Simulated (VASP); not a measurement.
Set up this calculation in VASP 6.6.1, as the native input.

| Quantity | Value |
| --- | --- |
| Task | single point |
| Functional | PBE |
| Potentials or basis | VASP PAW PBE potentials, release 64 (In_d, P) |
| Cutoff | 520 eV |
| k mesh | 8 × 8 × 8 |
| Occupations | gaussian, width 0.05 eV |
| Spin | no spin polarisation |
| Dipole correction | no |
| Further INCAR settings | ALGO = Normal; EDIFF = 1e-07; NBANDS = 16 |

The structure of InP lies in POSCAR:

```
InP
1.0
    0.0000000000      2.9011950000      2.9305000000
    2.9305000000      0.0000000000      2.9305000000
    2.9305000000      2.9011950000      0.0000000000
In P
1 1
Direct
    0.0000000000      0.0000000000      0.0000000000
    0.7500000000      0.7500000000      0.7500000000
```

This cell differs from its parent crystal: strain -0.0100 x Voigt [0, 1, 0, 0, 0, 0].

The input as run:

INCAR

```
SYSTEM = InP
PREC     = Accurate       ! precision mode
ENCUT    = 520            ! plane-wave cutoff, eV
EDIFF    = 1E-7           ! SCF threshold, eV
ISMEAR   = 0              ! smearing method
SIGMA    = 0.05           ! smearing width, eV
LREAL    = .False.        ! projectors in reciprocal space
LASPH    = .True.         ! aspherical terms in the spheres
NELM     = 80             ! most SCF steps
ALGO     = Normal         ! electronic algorithm
ISIF     = 2              ! what is computed and relaxed
LWAVE    = .False.        ! write WAVECAR
LCHARG   = .False.        ! write CHGCAR
GGA      = PE             ! functional
NBANDS   = 16             ! bands
```

KPOINTS

```
regular mesh
0
Gamma
  8 8 8
  0 0 0
```

Potentials or basis: VASP PAW PBE potentials, release 64 (In_d, P).

The run is started by

```sh
$ cat potpaw_PBE.64/In_d/POTCAR potpaw_PBE.64/P/POTCAR > POTCAR
$ mpirun -np 1 vasp_std > vasp.out
```

Results of the run:

```yaml
Pressure: 4.0 GPa
Band_gap_on_the_k_mesh: 0.74 eV, direct
```

Caveat: the cell differs from its parent crystal (strain -0.0100 x Voigt [0, 1, 0, 0, 0, 0]); spin-orbit coupling is left out, which moves the levels of the heavy elements.

Wall time 19 s on 1 thread of Intel(R) Xeon(R) 6975P-C (Granite Rapids), on a shared host, peak memory 0.19 GiB.
